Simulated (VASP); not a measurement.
# CsSnI3 in VASP: further runs

CsSnI3 is run at these levels: r2SCAN, PBE, PBEsol+D3(BJ); tasks: single point.

All numbers are computed with VASP 6.6.1; they aren't measurements. Logs are shortened: lines on timing, memory, paths and dates and some standing lists are left out, and cuts for length are marked.

**1. The cell of the first run**

It takes space group Pm-3m (No. 221, cubic). Conventional cell: a = 6.206 Å, b = 6.206 Å, c = 6.206 Å, α = 90.00°, β = 90.00°, γ = 90.00°. Within 5.8 Å of Cs (site symmetry m-3m) lie 12 I at 4.39 Å and 8 Sn at 5.37 Å. Within 4.1 Å of I (site symmetry 4/mmm) lie 2 Sn at 3.10 Å. Within 4.1 Å of Sn (site symmetry m-3m) lie 6 I at 3.10 Å.

**2. Single point, r2SCAN**

Contents of POSCAR:

```
CsSnI3
1.0
    6.2057000000      0.0000000000      0.0000000000
    0.0000000000      6.2057000000      0.0000000000
    0.0000000000      0.0000000000      6.2057000000
Cs I Sn
1 3 1
Direct
    0.0000000000      0.0000000000      0.0000000000
    0.5000000000      0.5000000000      0.0000000000
    0.5000000000      0.0000000000      0.5000000000
    0.0000000000      0.5000000000      0.5000000000
    0.5000000000      0.5000000000      0.5000000000
```

Contents of INCAR.step1:

```
SYSTEM = CsSnI3
ALGO = Normal
EDIFF = 1E-4
ENCUT = 520
GGA = PE
ISMEAR = 1
LASPH = .True.
LCHARG = .False.
LREAL = .False.
LWAVE = .True.
NBANDS = 30
NELM = 80
PREC = Accurate
SIGMA = 0.05
```

Contents of INCAR.step2:

```
SYSTEM = CsSnI3
ALGO = Normal
EDIFF = 1E-7
ENCUT = 520
ISIF = 2
ISMEAR = 1
ISTART = 1
LASPH = .True.
LCHARG = .False.
LMIXTAU = .True.
LREAL = .False.
LWAVE = .False.
METAGGA = R2SCAN
NBANDS = 30
NELM = 80
PREC = Accurate
SIGMA = 0.05
```

Contents of KPOINTS:

```
k-points
0
Gamma
  7 7 7
  0 0 0
```

Potentials or basis: VASP PAW PBE potentials, release 64 (Cs_sv, I, Sn_d).

The run is started by

```console
cat potpaw_PBE.64/Cs_sv/POTCAR potpaw_PBE.64/I/POTCAR potpaw_PBE.64/Sn_d/POTCAR > POTCAR
cp INCAR.step1 INCAR
mpirun -np 1 vasp_std > vasp.out
cp INCAR.step2 INCAR
mpirun -np 1 vasp_std > vasp.out
```

OUTCAR:

```text
SYSTEM = CsSnI3
   EDIFF = 1E-7
   ENCUT = 520
   ISIF = 2
   ISMEAR = 1
   ISTART = 1
   LASPH = .True.
   LREAL = .False.
   METAGGA = R2SCAN
   NELM = 80
   PREC = Accurate

 ion  position               nearest neighbor table
   1  0.000  0.000  0.000-
   2  0.500  0.500  0.000-   5 3.10   5 3.10
   3  0.500  0.000  0.500-   5 3.10   5 3.10
   4  0.000  0.500  0.500-   5 3.10   5 3.10
   5  0.500  0.500  0.500-   2 3.10   3 3.10   4 3.10   2 3.10   3 3.10   4 3.10

  LATTYP: Found a simple cubic cell.
 ALAT       =     6.2057000000

  Lattice vectors:

 A1 = (   6.2057000000,   0.0000000000,   0.0000000000)
 A2 = (   0.0000000000,   6.2057000000,   0.0000000000)
 A3 = (   0.0000000000,   0.0000000000,   6.2057000000)

Analysis of symmetry for initial positions (statically):
=====================================================================
 Subroutine PRICEL returns:
 Original cell was already a primitive cell.

 Routine SETGRP: Setting up the symmetry group for a
 simple cubic supercell.

 Subroutine GETGRP returns: Found 48 space group operations
 (whereof 48 operations were pure point group operations)
 out of a pool of 48 trial point group operations.

The static configuration has the point symmetry O_h .

Analysis of symmetry for dynamics (positions and initial velocities):
=====================================================================
 Subroutine PRICEL returns:
 Original cell was already a primitive cell.

 Routine SETGRP: Setting up the symmetry group for a
 simple cubic supercell.

 Subroutine GETGRP returns: Found 48 space group operations
 (whereof 48 operations were pure point group operations)
 out of a pool of 48 trial point group operations.

The dynamic configuration has the point symmetry O_h .

 Subroutine INISYM returns: Found 48 space group operations
 (whereof 48 operations are pure point group operations),
 and found     1 'primitive' translations

----------------------------------------------------------------------------------------

                                     Primitive cell

  volume of cell :     238.9859

  direct lattice vectors                    reciprocal lattice vectors
     6.205700000  0.000000000  0.000000000     0.161142176  0.000000000  0.000000000
     0.000000000  6.205700000  0.000000000     0.000000000  0.161142176  0.000000000
     0.000000000  0.000000000  6.205700000     0.000000000  0.000000000  0.161142176

  length of vectors
     6.205700000  6.205700000  6.205700000     0.161142176  0.161142176  0.161142176

  position of ions in fractional coordinates (direct lattice)
     0.000000000  0.000000000  0.000000000
     0.500000000  0.500000000  0.000000000
     0.500000000  0.000000000  0.500000000
     0.000000000  0.500000000  0.500000000
     0.500000000  0.500000000  0.500000000

  ion indices of the primitive-cell ions
   primitive index   ion index
                 1           1
                 2           2
                 3           3
                 4           4
                 5           5

----------------------------------------------------------------------------------------

 KPOINTS: k-points

Automatic generation of k-mesh.
 Grid dimensions read from file:
 generate k-points for:    7    7    7

 Generating k-lattice:

  Cartesian coordinates                     Fractional coordinates (reciprocal lattice)
     0.023020311  0.000000000  0.000000000     0.142857143  0.000000000  0.000000000
     0.000000000  0.023020311  0.000000000     0.000000000  0.142857143  0.000000000
     0.000000000  0.000000000  0.023020311     0.000000000  0.000000000  0.142857143

  Length of vectors
     0.023020311  0.023020311  0.023020311

  Shift w.r.t. Gamma in fractional coordinates (k-lattice)
     0.000000000  0.000000000  0.000000000

 Subroutine IBZKPT returns following result:
 ===========================================

 Found     20 irreducible k-points:

 Following reciprocal coordinates:
            Coordinates               Weight
  0.000000  0.000000  0.000000      1.000000
  0.142857  0.000000  0.000000      6.000000
  0.285714  0.000000  0.000000      6.000000
  0.428571  0.000000  0.000000      6.000000
  0.142857  0.142857  0.000000     12.000000
  0.285714  0.142857  0.000000     24.000000
[... 12 lines left out ...]
  0.428571  0.428571  0.285714     24.000000
  0.428571  0.428571  0.428571      8.000000
   k-points           NKPTS =     20   k-points in BZ     NKDIM =     20   number of bands    NBANDS=     30
   number of dos      NEDOS =    301   number of ions     NIONS =      5
   total plane-waves  NPLWV = 110592
   dimension x,y,z NGX =    48 NGY =   48 NGZ =   48
   dimension x,y,z NGXF=    96 NGYF=   96 NGZF=   96
   ions per type =               1   3   1
   NGX,Y,Z   is equivalent  to a cutoff of  12.86, 12.86, 12.86 a.u.
   NGXF,Y,Z  is equivalent  to a cutoff of  25.72, 25.72, 25.72 a.u.
 SYSTEM =  CsSnI3
   PREC   = accura    normal or accurate (medium, high low for compatibility)
   ISTART =      1    job   : 0-new  1-cont  2-samecut
   ICHARG =      0    charge: 1-file 2-atom 10-const
   ISPIN  =      1    spin polarized calculation?
   LNONCOLLINEAR =      F non collinear calculations
   LSORBIT =      F    spin-orbit coupling
   LASPH  =      T    aspherical Exc in radial PAW
   ENCUT  =  520.0 eV  38.22 Ry    6.18 a.u.  11.54 11.54 11.54*2*pi/ulx,y,z
   NELM   =     80;   NELMIN=  2; NELMDL=  0     # of ELM steps
   EDIFF  = 0.1E-06   stopping-criterion for ELM
   LREAL  =      F    real-space projection
   EDIFFG = 0.1E-05   stopping-criterion for IOM
   NSW    =      0    number of steps for IOM
   IBRION =     -1    ionic relax: 0-MD 1-quasi-New 2-CG
   NFREE  =      0    steps in history (QN), initial steepest desc. (CG)
   ISIF   =      2    stress and relaxation
   ISYM   =      2    0-nonsym 1-usesym 2-fastsym
   POTIM  = 0.5000    time-step for ionic-motion
   TEBEG  =    0.0;   TEEND  =   0.0 temperature during run
   PSTRESS=    0.0 pullay stress
   NELECT =      44.0000    total number of electrons
   NUPDOWN=      -1.0000    fix difference up-down
   EMIN   =  10.00;   EMAX   =-10.00  energy-range for DOS
   EFERMI =   0.00;   METHOD = LEGACY
   ISMEAR =     1;   SIGMA  =   0.05  broadening in eV -4-tet -1-fermi 0-gaus
   EFERMI_NEDOS =   21; number of points for ismear=-14 and -15
   IALGO  =     38    algorithm
   IMIX   =      4    mixing-type and parameters
     AMIX     =   0.40;   BMIX     =  1.00
     AMIX_MAG =   1.60;   BMIX_MAG =  1.00
  volume/ion in A,a.u.               =      47.80       322.55
  Fermi-wavevector in a.u.,A,eV,Ry     =   0.931326  1.759950 11.801253  0.867368
  Thomas-Fermi vector in A             =   2.057807
   LORBIT       =      0    0 simple, 1 ext, 2 COOP (PROOUT), +10 PAW based schemes
   METAGGA = R2SCAN    functional components
   LHFCALC =     F    Hartree Fock is set to
   AEXX    =    0.0000 exact exchange contribution
   IVDW    =     0    specifies the selected vdW correction
   LEPSILON=     F    determine dielectric tensor
   LRPA    =     F    only Hartree local field effects (RPA)
 non-spin polarized calculation
 Methfessel and Paxton  Order N= 1 SIGMA  =   0.05
  energy-cutoff  :      520.00
  volume of cell :      238.99
 maximum number of plane-waves:      6463
 NGX is ok and might be reduce to    48

 number of electron      43.9999983 magnetization

 Free energy of the ion-electron system (eV)
  ---------------------------------------------------
  ext. energy  EPLUGINS =         0.00000000
  ---------------------------------------------------
  free energy    TOTEN  =      -128.70598622 eV

  energy without entropy =     -128.70605383  energy(sigma->0) =     -128.70600876

 E-fermi :   2.2712     XC(G=0):  -7.9083

 val. band max:        2.2290669614   @ k =   0.4286   0.4286   0.4286
 cond. band min:       3.5572476279   @ k =   0.4286   0.4286   0.4286
 fundamental gap:      1.3281806666
 Fermi energy:         2.2711610722

 k-point     1 :       0.0000    0.0000    0.0000
  band No.  band energies     occupation
      1     -20.2841      2.00000
      2     -20.0761      2.00000
      3     -20.0761      2.00000
      4     -20.0484      2.00000
      5     -20.0484      2.00000
      6     -20.0484      2.00000
[... 22 lines left out ...]
     29       7.8145      0.00000
     30       7.8145      0.00000

 k-point     2 :       0.1429    0.0000    0.0000
  band No.  band energies     occupation
      1     -20.2841      2.00000
      2     -20.0761      2.00000
      3     -20.0758      2.00000
      4     -20.0484      2.00000
      5     -20.0484      2.00000
      6     -20.0484      2.00000
[... 22 lines left out ...]
     29       7.0109      0.00000
     30       7.7627      0.00000

 k-point     3 :       0.2857    0.0000    0.0000
  band No.  band energies     occupation
      1     -20.2839      2.00000
      2     -20.0761      2.00000
      3     -20.0750      2.00000
      4     -20.0485      2.00000
      5     -20.0485      2.00000
      6     -20.0484      2.00000
[... 22 lines left out ...]
     29       7.1613      0.00000
     30       7.7479      0.00000

 k-point     4 :       0.4286    0.0000    0.0000
  band No.  band energies     occupation
      1     -20.2837      2.00000
      2     -20.0761      2.00000
      3     -20.0744      2.00000
      4     -20.0485      2.00000
      5     -20.0485      2.00000
      6     -20.0484      2.00000
[... 484 lines left out ...]
     29       7.5376      0.00000
     30       7.9712      0.00000

 k-point    19 :       0.4286    0.4286    0.2857
  band No.  band energies     occupation
      1     -20.2831      2.00000
      2     -20.0741      2.00000
      3     -20.0735      2.00000
      4     -20.0487      2.00000
      5     -20.0486      2.00000
      6     -20.0486      2.00000
[... 22 lines left out ...]
     29       7.4128      0.00000
     30       8.0505      0.00000

 k-point    20 :       0.4286    0.4286    0.4286
  band No.  band energies     occupation
      1     -20.2830      2.00000
      2     -20.0735      2.00000
      3     -20.0735      2.00000
      4     -20.0487      2.00000
      5     -20.0487      2.00000
      6     -20.0487      2.00000
[... 22 lines left out ...]
     29       7.2088      0.00000
     30       8.3092      0.00000

------------------------ aborting loop because EDIFF is reached ----------------------------------------

  FORCE on cell =-STRESS in cart. coord.  units (eV):
  Direction    XX          YY          ZZ          XY          YZ          ZX
  --------------------------------------------------------------------------------------
  -------------------------------------------------------------------------------------
  Total        0.1341143      0.1341143      0.1341143     -0.0000000     -0.0000000      0.0000000
  in kB        0.8991111      0.8991111      0.8991111     -0.0000000     -0.0000000      0.0000000
  external PRESSURE =       0.8991111 kB  Pullay stress =       0.0000000 kB

 VOLUME and BASIS-vectors are now :
 -----------------------------------------------------------------------------
  energy-cutoff  :      520.00
  volume of cell :      238.99
      direct lattice vectors                 reciprocal lattice vectors
     6.205700000  0.000000000  0.000000000     0.161142176  0.000000000  0.000000000
     0.000000000  6.205700000  0.000000000     0.000000000  0.161142176  0.000000000
     0.000000000  0.000000000  6.205700000     0.000000000  0.000000000  0.161142176

 POSITION                                       TOTAL-FORCE (eV/Angst)
 -----------------------------------------------------------------------------------
      0.00000      0.00000      0.00000         0.000000      0.000000      0.000000
      3.10285      3.10285      0.00000         0.000000      0.000000      0.000000
      3.10285      0.00000      3.10285         0.000000      0.000000      0.000000
      0.00000      3.10285      3.10285         0.000000      0.000000      0.000000
      3.10285      3.10285      3.10285         0.000000      0.000000      0.000000
 -----------------------------------------------------------------------------------
    total drift:                                0.000000     -0.000000     -0.000000

  FREE ENERGIE OF THE ION-ELECTRON SYSTEM (eV)
  ---------------------------------------------------
  free  energy   TOTEN  =      -128.7059862180 eV

  energy  without entropy=     -128.7060538321  energy(sigma->0) =     -128.70600876
```

Wall time 6.1 min (1 thread of Intel Xeon 6975P-C (Granite Rapids), shared host); peak memory 0.45 GiB.

What came out:

```
Free energy            : -128.7060 eV
Pressure               : 0.1 GPa
Band gap on the k mesh : 1.33 eV, direct
```

Levels at points of the mesh, in eV from the valence-band top:
| k point | band 20 | band 21 | band 22 | band 23 | band 24 | band 25 |
| --- | --- | --- | --- | --- | --- | --- |
| (0.00, 0.00, 0.00) | -1.86 | -1.86 | -1.86 | 3.12 | 3.90 | 3.90 |

Caveat: the PAW data sets were made with another functional, which shifts forces and pressure a little; spin-orbit coupling is left out, which moves the levels of the heavy elements. r2SCAN opens gaps a little over a GGA but as a rule still falls short of measured ones.

**3. Single point, PBE**

Contents of INCAR:

```
ALGO = Normal
EDIFF = 1E-6
ENCUT = 520
GGA = PE
ISIF = 2
ISMEAR = 1
LASPH = True
LCHARG = False
LREAL = False
LWAVE = False
NBANDS = 30
NELM = 60
PREC = Accurate
SIGMA = 0.05
```

Contents of KPOINTS:

```
k-points
0
Gamma
  5 5 5
```

Contents of POSCAR:

```
CsSnI3
1.0
    6.2057000000      0.0000000000      0.0000000000
    0.0000000000      6.2057000000      0.0000000000
    0.0000000000      0.0000000000      6.2057000000
Cs I Sn
1 3 1
Direct
   -0.0046040000     -0.0063440000     -0.0024430000
    0.5055680000      0.4964260000      0.0078710000
    0.4983430000     -0.0032340000      0.4959610000
    0.0130460000      0.5027980000      0.4980340000
    0.4995800000      0.5014670000      0.4972100000
```

Potentials or basis: VASP PAW PBE potentials, release 64 (Cs_sv, I, Sn_d).

The run is started by

```console
cat potpaw_PBE.64/Cs_sv/POTCAR potpaw_PBE.64/I/POTCAR potpaw_PBE.64/Sn_d/POTCAR > POTCAR
mpirun -np 1 vasp_std > vasp.out
```

Wall time 4.2 min (1 thread of Intel Xeon 6975P-C (Granite Rapids), shared host); peak memory 0.61 GiB.

The run converged. Its results:

- Free energy: -14.0392 eV
- Pressure: 0.6 GPa
- Largest force: 0.145 eV/Å
- Band gap on the k mesh: 1.72 eV, direct

Forces on the atoms (eV/Å):
```
Cs   0.006  0.004  0.002
I    0.022 -0.002 -0.120
I    0.036  0.039  0.031
I   -0.142 -0.014  0.027
Sn   0.078 -0.027  0.059
```

Levels at points of the mesh, in eV from the valence-band top:
```csv
k point,band 19,band 20,band 21,band 22,band 23,band 24,band 25,band 26
"(0.00, 0.00, 0.00)",-1.48,-1.32,-1.31,-1.31,3.05,3.97,3.97,4.31
```

Caveat: spin-orbit coupling is left out, which moves the levels of the heavy elements. A k mesh can miss the band edges.

**4. Single point, PBEsol+D3(BJ)**

This run uses another cell than the first one, of 43.67 Å³/atom, 0.914 times its volume.

Contents of INCAR:

```
SYSTEM = CsSnI3
ALGO     = Normal         ! electronic algorithm
EDIFF    = 1E-6           ! SCF threshold, eV
ENCUT    = 500            ! plane-wave cutoff, eV
GGA      = PS             ! functional
GGA_COMPAT= .FALSE.      
ISIF     = 2              ! what is computed and relaxed
ISMEAR   = -1             ! smearing method
IVDW     = 12             ! dispersion correction
LASPH    = .TRUE.         ! aspherical terms in the spheres
LCHARG   = .FALSE.        ! write CHGCAR
LREAL    = .FALSE.        ! projectors in reciprocal space
LWAVE    = .FALSE.        ! write WAVECAR
NBANDS   = 30             ! bands
NELM     = 120            ! most SCF steps
PREC     = Accurate       ! precision mode
SIGMA    = 0.05           ! smearing width, eV
```

Contents of KPOINTS:

```
k-points
0
G
  5 5 5
  0 0 0
```

Contents of POSCAR:

```
CsSnI3
1.0
    6.0215997472      0.0000000000      0.0000000000
    0.0000000000      6.0215997472      0.0000000000
    0.0000000000      0.0000000000      6.0215997472
Cs I Sn
1 3 1
Direct
    0.0000000000      0.0000000000      0.0000000000
    0.5000000000      0.5000000000      0.0000000000
    0.5000000000      0.0000000000      0.5000000000
    0.0000000000      0.5000000000      0.5000000000
    0.5000000000      0.5000000000      0.5000000000
```

The run is started by

```console
cat potpaw_PBE.64/Cs_sv/POTCAR potpaw_PBE.64/I/POTCAR potpaw_PBE.64/Sn_d/POTCAR > POTCAR
mpirun -np 1 vasp_std > vasp.out
```

It took 45 s on 1 thread of Intel Xeon Platinum 8488C (Sapphire Rapids), shared host; peak memory 0.35 GiB.

The run converged. Its results:

| Item | Value |
| --- | --- |
| Free energy | -16.4511 eV |
| Pressure | 0.0 GPa |
| Band gap on the k mesh | 1.64 eV, direct |
| Dispersion energy per atom | -0.271 eV |

Levels at points of the mesh, in eV from the valence-band top:
```
           k point  band 20  band 21  band 22  band 23  band 24  band 25
(0.00, 0.00, 0.00)    -1.56    -1.56    -1.56     2.79     3.56     3.56
```

Caveat: the PAW data sets were made with another functional, which shifts forces and pressure a little; spin-orbit coupling is left out, which moves the levels of the heavy elements.

**5. Overview**

| level | cell | k mesh | cutoff (eV) | smearing | gap on the mesh (eV) | pressure (GPa) |
| --- | --- | --- | --- | --- | --- | --- |
| r2SCAN | a = 6.206 Å, 5 atoms | 7 × 7 × 7 | 520 | methfessel-paxton 0.05 eV | 1.33 | 0.1 |
| PBE | a = 6.206 Å, 5 atoms | 5 × 5 × 5 | 520 | methfessel-paxton 0.05 eV | 1.72 | 0.6 |
| PBEsol+D3(BJ) | a = 6.022 Å, 5 atoms | 5 × 5 × 5 | 500 | fermi-dirac 0.05 eV | 1.64 | 0.0 |

Some of these runs hold the atoms at other places in the same cell, which the table doesn't show; runs alike in all that it shows share one row.

Alike in all rows: task single point; potentials or basis VASP PAW PBE potentials, release 64 (Cs_sv, I, Sn_d); no spin polarisation.

Caveats: spin-orbit coupling is left out, which moves the levels of the heavy elements; the PAW data sets were made with another functional, which shifts forces and pressure a little (some runs).

Total energies depend on the potentials used, so only differences within one code and one set of settings carry meaning.
